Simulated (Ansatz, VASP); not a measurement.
YB in VASP and in Ansatz

```
Y B
1.0
     0.00000    2.63882    2.63882
     2.63882    0.00000    2.63882
     2.63882    2.63882    0.00000
Y B
1 1
Cartesian
  2.6388 2.6388 2.6388
  0.0000 0.0000 0.0000
```

Alike in both runs: task single point; functional PBEsol; k mesh 10 × 10 × 10; occupations gaussian, width 0.05 eV; no spin polarisation.

```csv
,VASP,Ansatz
version,VASP 6.6.1,Ansatz 0.2.0
potentials or method,"VASP PAW PBE potentials, release 64 (Y_sv, B), cutoff 520 eV","scalar-relativistic, plane waves, PAW"
valence electrons in the cell,14,14
```

VASP gave:

```
gap on the k mesh at the Fermi level (eV) : none
pressure (GPa)                            : 0.8
```

Task: Estimate Ansatz's values.

Result: gap on the k mesh at the Fermi level (eV): none; pressure (GPa): 0.9.

VASP's potentials were made for PBE, not for PBEsol. A gap of «none» marks a metal or a gap that the smearing closes. The functional is the same, so the differences come from potentials, cutoffs and numerics.
